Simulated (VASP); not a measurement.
# MgO (P6_3mc) in VASP: notebook, part 2 of 2

VASP 6.6.1.

### Step 3. Single point, PBE (epitaxial xy strain -4.0%)

INCAR reads:

```
SYSTEM = MgO
PREC     = Accurate       ! precision mode
ENCUT    = 520            ! plane-wave cutoff, eV
EDIFF    = 1E-6           ! SCF threshold, eV
ISMEAR   = -1             ! smearing method
SIGMA    = 0.02           ! smearing width, eV
LREAL    = .FALSE.        ! projectors in reciprocal space
LASPH    = .TRUE.         ! aspherical terms in the spheres
NELM     = 100            ! most SCF steps
ALGO     = Normal         ! electronic algorithm
ISIF     = 2              ! what is computed and relaxed
LWAVE    = .FALSE.        ! write WAVECAR
LCHARG   = .FALSE.        ! write CHGCAR
GGA      = PE             ! functional
NBANDS   = 16             ! bands
```

KPOINTS reads:

```
Automatic mesh
0
G
  12 12 6
  0 0 0
```

POSCAR reads:

```
MgO
1.0
    3.1566885389      0.0000000000      0.0000000000
   -1.5783442695      2.7337724665      0.0000000000
    0.0000000000      0.0000000000      5.2643910538
Mg O
2 2
Direct
    0.3333333333      0.6666666667      0.0006739414
    0.6666666667      0.3333333333      0.5006739414
    0.3333333333      0.6666666667      0.3743260586
    0.6666666667      0.3333333333      0.8743260586
```

Potentials or basis: VASP PAW PBE potentials, release 64 (Mg, O).

Command:

```bash
$ cat potpaw_PBE.64/Mg/POTCAR potpaw_PBE.64/O/POTCAR > POTCAR
$ mpirun -np 1 vasp_std > vasp.out
```

It took 35 s on 1 thread of Intel Xeon Platinum 8259CL at 2.50GHz (Skylake/Cascade Lake), shared host; peak memory 0.19 GiB.

The run converged. Its results:

- Free energy: -23.3827 eV
- Pressure: 9.7 GPa
- Largest force: 0.019 eV/Å
- Band gap on the k mesh: 3.94 eV, direct

Forces in eV/Å, atoms in the order of the input:
```
Mg   0.000  0.000  0.019
Mg   0.000  0.000  0.019
O    0.000  0.000 -0.019
O    0.000  0.000 -0.019
```

Stress tensor (GPa, compression positive):
```
12.62  0.00  0.00
 0.00 12.62  0.00
 0.00  0.00  3.83
```

Levels at points of the mesh, in eV from the valence-band top:
| k point | band 5 | band 6 | band 7 | band 8 | band 9 | band 10 | band 11 | band 12 |
| --- | --- | --- | --- | --- | --- | --- | --- | --- |
| (0.00, 0.00, 0.00) | -0.19 | -0.11 | 0.00 | 0.00 | 3.94 | 9.07 | 10.24 | 15.55 |
| (0.50, 0.00, 0.00) | -1.55 | -0.75 | -0.69 | -0.22 | 8.02 | 8.42 | 9.80 | 11.11 |
| (0.00, 0.00, 0.50) | -0.10 | -0.10 | -0.10 | -0.10 | 6.35 | 6.35 | 13.16 | 13.16 |
| (0.50, 0.00, 0.50) | -0.67 | -0.67 | -0.50 | -0.50 | 7.68 | 7.68 | 11.36 | 11.36 |

Caveat: the cell differs from its parent crystal (epitaxial xy strain -4.0%). A k mesh can miss the band edges.

### Step 4. Single point, PBE (epitaxial xy strain -3.0%)

INCAR reads:

```
PREC = Accurate ; ENCUT = 520
EDIFF = 1E-6 ; ISMEAR = -1
SIGMA = 0.02 ; LREAL = F
LASPH = T ; NELM = 60
ALGO = Normal ; ISIF = 2
LWAVE = F ; LCHARG = T
GGA = PE ; LELF = T
LVHAR = T ; NBANDS = 16
```

KPOINTS reads:

```
Automatic mesh
0
Gamma
  12 12 6
```

POSCAR reads:

```
MgO
1.0
    3.1895707112      0.0000000000      0.0000000000
   -1.5947853556      2.7622492631      0.0000000000
    0.0000000000      0.0000000000      5.2185540196
Mg O
2 2
Direct
    0.3333333333      0.6666666667     -0.0014840699
    0.6666666667      0.3333333333      0.4985159301
    0.3333333333      0.6666666667      0.3764840699
    0.6666666667      0.3333333333      0.8764840699
```

Command:

```bash
$ cat potpaw_PBE.64/Mg/POTCAR potpaw_PBE.64/O/POTCAR > POTCAR
$ mpirun -np 1 vasp_std > vasp.out
```

Run time: 36 s. Hardware: 1 thread of Intel Xeon Platinum 8259CL at 2.50GHz (Skylake/Cascade Lake), shared host; peak memory 0.19 GiB.

The run converged. Its results:

| Property | Result |
| --- | --- |
| Free energy | -23.4396 eV |
| Pressure | 7.8 GPa |
| Largest force | 0.010 eV/Å |
| Band gap on the k mesh | 3.92 eV, direct |

Forces on the atoms (eV/Å):
```
Mg   0.000  0.000  0.010
Mg   0.000  0.000  0.010
O    0.000  0.000 -0.010
O    0.000  0.000 -0.010
```

Stress tensor (GPa, compression positive):
```
9.86 0.00 0.00
0.00 9.86 0.00
0.00 0.00 3.64
```

Levels at points of the mesh, in eV from the valence-band top:
```tsv
k point	band 4	band 5	band 6	band 7	band 8	band 9	band 10	band 11	band 12	band 13
(0.00, 0.00, 0.00)	-0.23	-0.23	-0.01	-0.01	0.00	3.92	9.00	10.30	15.31	15.31
(0.50, 0.00, 0.00)	-2.09	-1.50	-0.78	-0.63	-0.20	8.11	8.36	9.73	11.10	13.59
(0.00, 0.00, 0.50)	-1.93	-0.12	-0.12	-0.12	-0.12	6.33	6.33	13.21	13.21	15.84
(0.50, 0.00, 0.50)	-2.87	-0.59	-0.59	-0.50	-0.50	7.70	7.70	11.30	11.30	14.05
```

Caveat: the cell differs from its parent crystal (epitaxial xy strain -3.0%). A k mesh can miss the band edges.

### Step 5. Single point, PBE (epitaxial xy strain -2.0%)

INCAR reads:

```
SYSTEM = MgO
PREC     = Accurate       ! precision mode
ENCUT    = 520            ! plane-wave cutoff, eV
EDIFF    = 1E-6           ! SCF threshold, eV
ISMEAR   = -1             ! smearing method
SIGMA    = 0.02           ! smearing width, eV
LREAL    = .False.        ! projectors in reciprocal space
LASPH    = .True.         ! aspherical terms in the spheres
NELM     = 80             ! most SCF steps
ALGO     = Normal         ! electronic algorithm
ISIF     = 2              ! what is computed and relaxed
LWAVE    = .False.        ! write WAVECAR
LCHARG   = .False.        ! write CHGCAR
GGA      = PE             ! functional
NBANDS   = 16             ! bands
```

KPOINTS reads:

```
Automatic mesh
0
Gamma
  12 12 6
  0 0 0
```

POSCAR reads:

```
MgO
1.0
    3.2224528835      0.0000000000      0.0000000000
   -1.6112264418      2.7907260596      0.0000000000
    0.0000000000      0.0000000000      5.1653252031
Mg O
2 2
Direct
    0.3333333333      0.6666666667     -0.0039090994
    0.6666666667      0.3333333333      0.4960909006
    0.3333333333      0.6666666667      0.3789090994
    0.6666666667      0.3333333333      0.8789090994
```

Potentials or basis: VASP PAW PBE potentials, release 64 (Mg, O).

Command:

```bash
$ cat potpaw_PBE.64/Mg/POTCAR potpaw_PBE.64/O/POTCAR > POTCAR
$ mpirun -np 1 vasp_std > vasp.out
```

OUTCAR:

```text
SYSTEM = MgO
   PREC = Accurate
   ENCUT = 520
   EDIFF = 1E-6
   ISMEAR = -1
   LREAL = .False.
   LASPH = .True.
   NELM = 80
   ISIF = 2
   GGA = PE

 ion  position               nearest neighbor table
   1  0.333  0.667  0.996-   4 1.96   4 1.96   4 1.96   3 1.98   2 3.18   2 3.18   2 3.18   2 3.18
                             2 3.18   2 3.18
   2  0.667  0.333  0.496-   3 1.96   3 1.96   3 1.96   4 1.98   1 3.18   1 3.18   1 3.18   1 3.18
                             1 3.18   1 3.18
   3  0.333  0.667  0.379-   2 1.96   2 1.96   2 1.96   1 1.98
   4  0.667  0.333  0.879-   1 1.96   1 1.96   1 1.96   2 1.98

  LATTYP: Found a hexagonal cell.
 ALAT       =     3.2224528835
 C/A-ratio  =     1.6029172155

  Lattice vectors:

 A1 = (   3.2224528835,   0.0000000000,   0.0000000000)
 A2 = (  -1.6112264418,   2.7907260596,   0.0000000000)
 A3 = (   0.0000000000,   0.0000000000,   5.1653252031)

Analysis of symmetry for initial positions (statically):
=====================================================================
[... 173 lines left out ...]
  ---------------------------------------------------
  free energy    TOTEN  =       -23.48021069 eV

  energy without entropy =      -23.48021069  energy(sigma->0) =      -23.48021069

 E-fermi :   1.4610     XC(G=0):  -9.8103

 val. band max:        0.9997883136   @ k =   0.0000   0.0000   0.0000
 cond. band min:       4.7886764278   @ k =   0.0000   0.0000   0.0000
 fundamental gap:      3.7888881142
 Fermi energy:         1.4609968680

 k-point     1 :       0.0000    0.0000    0.0000
  band No.  band energies     occupation
      1     -15.0827      2.00000
      2     -14.3460      2.00000
      3      -2.2023      2.00000
      4       0.6263      2.00000
      5       0.6263      2.00000
      6       0.8688      2.00000
[... 433 lines left out ...]
      3      -1.5756      2.00000
      4      -1.1567      2.00000
      5      -0.5651      2.00000
      6       0.2327      2.00000
[... 8 lines left out ...]
     15      16.1336      0.00000
     16      17.4095      0.00000

 [... further k-points ...]
[... 5 lines left out ...]
  --------------------------------------------------------------------------------------
  -------------------------------------------------------------------------------------
  Total        2.1583089      2.1583089      1.0394657     -0.0000000      0.0000000      0.0000000
  in kB       74.4428051     74.4428051     35.8524888     -0.0000000      0.0000000      0.0000000
  external PRESSURE =      61.5793664 kB  Pullay stress =       0.0000000 kB

 VOLUME and BASIS-vectors are now :
 -----------------------------------------------------------------------------
  energy-cutoff  :      520.00
  volume of cell :       46.45
      direct lattice vectors                 reciprocal lattice vectors
     3.222452883  0.000000000  0.000000000     0.310322613  0.179164844  0.000000000
    -1.611226442  2.790726060  0.000000000     0.000000000  0.358329689  0.000000000
     0.000000000  0.000000000  5.165325203     0.000000000  0.000000000  0.193598653

 POSITION                                       TOTAL-FORCE (eV/Angst)
 -----------------------------------------------------------------------------------
     -0.00000      1.86048      5.14513         0.000000      0.000000      0.002160
      1.61123      0.93024      2.56247        -0.000000      0.000000      0.002160
     -0.00000      1.86048      1.95719         0.000000     -0.000000     -0.002160
      1.61123      0.93024      4.53985        -0.000000      0.000000     -0.002160
 -----------------------------------------------------------------------------------
    total drift:                                0.000000      0.000000     -0.000756

  FREE ENERGIE OF THE ION-ELECTRON SYSTEM (eV)
  ---------------------------------------------------
  free  energy   TOTEN  =       -23.4802106909 eV

  energy  without entropy=      -23.4802106909  energy(sigma->0) =      -23.48021069
```

Run time: 35 s. Hardware: 1 thread of Intel Xeon Platinum 8259CL at 2.50GHz (Skylake/Cascade Lake), shared host; peak memory 0.19 GiB.

What came out:

```yaml
Free_energy: -23.4802 eV
Pressure: 6.2 GPa
Band_gap_on_the_k_mesh: 3.79 eV, direct
```

Forces on the atoms (eV/Å):
```
Mg   0.000  0.000  0.002
Mg   0.000  0.000  0.002
O    0.000  0.000 -0.002
O    0.000  0.000 -0.002
```

Caveat: the cell differs from its parent crystal (epitaxial xy strain -2.0%). A k mesh can miss the band edges.

### Step 6. Overview

```tsv
cell	gap on the mesh (eV)	pressure (GPa)	largest force (eV/Å)
a = 3.288, b = 3.288, c = 5.034 Å, angles 90.0, 90.0, 120.0°, 4 atoms	3.54	3.5	0.01
a = 3.157, b = 3.157, c = 5.264 Å, angles 90.0, 90.0, 120.0°, 4 atoms	3.94	9.7	0.02
a = 3.190, b = 3.190, c = 5.219 Å, angles 90.0, 90.0, 120.0°, 4 atoms	3.92	7.8	0.01
a = 3.222, b = 3.222, c = 5.165 Å, angles 90.0, 90.0, 120.0°, 4 atoms	3.79	6.2	-
```

Alike in all rows: task single point; level PBE; potentials or basis VASP PAW PBE potentials, release 64 (Mg, O); no spin polarisation; k mesh 12 × 12 × 6; cutoff (eV) 520; smearing fermi-dirac 0.02 eV.

Total energies depend on the potentials used, so only differences within one code and one set of settings carry meaning.
